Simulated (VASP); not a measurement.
Runs of VASP 6.6.1 on SnSe2. The structure is that of space group P-3m1 (No. 164), or close to it. The cells are those of the table. 

```tsv
task	cell	k mesh	cutoff (eV)	smearing	gap on the mesh (eV)	pressure (GPa)	largest force (eV/Å)
single point	a = 3.970, b = 3.970, c = 5.749 Å, angles 90.0, 90.0, 120.0°, 3 atoms	12 × 12 × 6	520	gaussian 0.02 eV	none	-2.3	0.02
single point	a = 3.894, b = 3.894, c = 5.981 Å, angles 90.0, 90.0, 120.0°, 3 atoms	12 × 12 × 6	520	gaussian 0.02 eV	0.27	-1.3	0.02
single point	a = 3.741, b = 3.741, c = 6.301 Å, angles 90.0, 90.0, 120.0°, 3 atoms	12 × 12 × 6	520	gaussian 0.02 eV	(b)	1.8	0.02
single point	a = 3.588, b = 3.588, c = 6.376 Å, angles 90.0, 90.0, 120.0°, 3 atoms	12 × 12 × 6	520	gaussian 0.02 eV	0.22	(a)	0.45
single point	a = 4.046, b = 4.046, c = 5.933 Å, angles 90.0, 90.0, 120.0°, 3 atoms	12 × 12 × 6	520	gaussian 0.02 eV	none	-5.6	0.46
relaxation of cell and atoms	relaxed to 8 GPa from a = 3.684, b = 3.684, c = 5.573 Å, angles 90.0, 90.0, 120.0°, 3 atoms	12 × 12 × 6	600	gaussian 0.01 eV	none	8.0	-
single point	a = 3.668, b = 3.668, c = 5.248 Å, angles 90.0, 90.0, 120.0°, 3 atoms	12 × 12 × 8	520	gaussian 0.1 eV	none	15.2	0.03
```

Alike in all rows: level PBEsol; potentials or basis VASP PAW PBE potentials, release 64 (Sn_d, Se); no spin polarisation.

Task: Fill in the values left out.

Result: (a) 8.5; (b) 0.46.

Caveats: the PAW data sets were made with another functional, which shifts forces and pressure a little; spin-orbit coupling is left out, which moves the levels of the heavy elements; this functional lacks dispersion, which binds the layers, so the pressure and a relaxed spacing across them are unreliable (some runs); the cell is relaxed towards a set pressure, so the enthalpy falls and the energy may rise (some runs).

A k mesh can miss the band edges, and the runs leave out spin-orbit coupling on Se, Sn.

A gap of «none» marks levels without a gap at the run's occupations.
